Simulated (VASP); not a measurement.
A run of VASP 6.6.1 is set up as follows.

Contents of INCAR:

```
PREC = Accurate
ENCUT = 520
EDIFF = 1E-6
ISMEAR = 0
SIGMA = 0.02
LREAL = False
LASPH = True
NELM = 100
ALGO = Normal
ISIF = 2
LWAVE = False
LCHARG = True
GGA = PE
LELF = True
LVHAR = True
NBANDS = 56
```

The input KPOINTS:

```
Automatic mesh
0
Gamma
  6 6 6
```

POSCAR

```
AlIn2N3
1.0
    5.1453312758     -2.9613842700      0.0000000000
    5.1453312758      2.9613842700      0.0000000000
    0.0000000000      0.0000000000      5.5002130714
Al In N
2 4 6
Direct
    0.3411420365      0.6588579635      0.9892213409
    0.6588579635      0.3411420365      0.4892213409
    0.9883762923      0.3354135962      0.9872496679
    0.6645864038      0.0116237077      0.9872496679
    0.0116237077      0.6645864038      0.4872496679
    0.3354135962      0.9883762923      0.4872496679
    0.9692138028      0.3329317556      0.3853874212
    0.6670682444      0.0307861972      0.3853874212
    0.0307861972      0.6670682444      0.8853874212
    0.3329317556      0.9692138028      0.8853874212
    0.3682931191      0.6317068809      0.3375044809
    0.6317068809      0.3682931191      0.8375044809
```

Potentials or basis: VASP PAW PBE potentials, release 64 (Al, In_d, N).

Launch:

```bash
$ cat potpaw_PBE.64/Al/POTCAR potpaw_PBE.64/In_d/POTCAR potpaw_PBE.64/N/POTCAR > POTCAR
$ mpirun -np 1 vasp_std > vasp.out
```

(1) Predict the band gap on the k mesh.

(2) Predict the largest force.

(3) Estimate the pressure.

Answers

(1) 0.88 eV.

(2) 0.035 eV/Å.

(3) 0.1 GPa.

Caveat: spin-orbit coupling is left out, which moves the levels of the heavy elements.
